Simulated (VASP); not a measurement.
# ZnCu: single point with r2SCAN

Crystal: ZnCu.

```
Zn Cu
1.0
     2.92000    0.00000    0.00000
     0.00000    2.92000    0.00000
     0.00000    0.00000    2.92000
Zn Cu
1 1
Cartesian
  1.4600 1.4600 1.4600
  0.0000 0.0000 0.0000
```

```yaml
Program: VASP 6.6.1
Task: single point
Functional: r2SCAN
Potentials_or_basis: VASP PAW PBE potentials, release 64 (Zn, Cu)
Cutoff: 520 eV
k_mesh: 12 × 12 × 12
Occupations: fermi-dirac, width 0.15 eV
Spin: no spin polarisation
```

* Pressure: 0.7 GPa
* Band gap on the k mesh: zero (an odd number of electrons rules out a gap without spin polarisation)

Levels at points of the mesh, in eV from the Fermi level:
```csv
k point,band 10,band 11,band 12,band 13,band 14,band 15
"(0.00, 0.00, 0.00)",-2.88,-2.88,6.73,6.73,6.73,11.68
"(0.50, 0.00, 0.00)",-3.47,-2.96,-2.11,12.58,12.58,13.15
"(0.50, 0.50, 0.00)",-2.65,-2.08,-2.08,2.05,2.38,15.09
"(0.50, 0.50, 0.50)",-2.63,4.54,4.54,4.54,4.58,4.76
```

It took 43 s on 1 thread of Intel(R) Xeon(R) 6975P-C (Granite Rapids) (shared host), peak memory 0.17 GiB.

Caveat: the PAW data sets were made with another functional, which shifts forces and pressure a little.
